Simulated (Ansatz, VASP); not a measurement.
**CoSbH4: VASP beside Ansatz**

```
Co Sb H
1.0
     3.51855    0.00000    0.00000
     0.00000    3.51855    0.00000
     0.00000    0.00000    8.92100
Co Sb H
1 1 4
Direct
  0.50000 0.50000 0.50000
  0.00000 0.00000 0.50000
  0.60581 0.00000 0.00000
  0.39419 0.00000 0.00000
  0.00000 0.60581 0.00000
  0.00000 0.39419 0.00000
```

Alike in both runs: functional PBE; k mesh 10 × 10 × 4; occupations gaussian, width 0.1 eV; no spin polarisation.

Ansatz relaxed the structure, and its values are those at the end. VASP's run is a single point on that final structure, the one shown.

```csv
,VASP,Ansatz
version,VASP 6.6.1,Ansatz 0.2.0
potentials or method,"VASP PAW PBE potentials, release 64 (Co, Sb, H), cutoff 520 eV","scalar-relativistic, plane waves, PAW"
valence electrons in the cell,18,36
```

|  | VASP | Ansatz | Ansatz less VASP |
| --- | --- | --- | --- |
| gap on the k mesh at the Fermi level (eV) | none | none | - |
| pressure (GPa) | -0.2 | 0.0 | +0.18 |
| rms of the force components (eV/Å) | 0.006 | 0.001 | -0.0060 |

A gap of «none» marks a metal or a gap that the smearing closes. VASP's potentials hold 18 valence electrons a cell and Ansatz's 36, so a difference there can come from the potentials and not from the codes.

Spin-orbit coupling is off throughout.
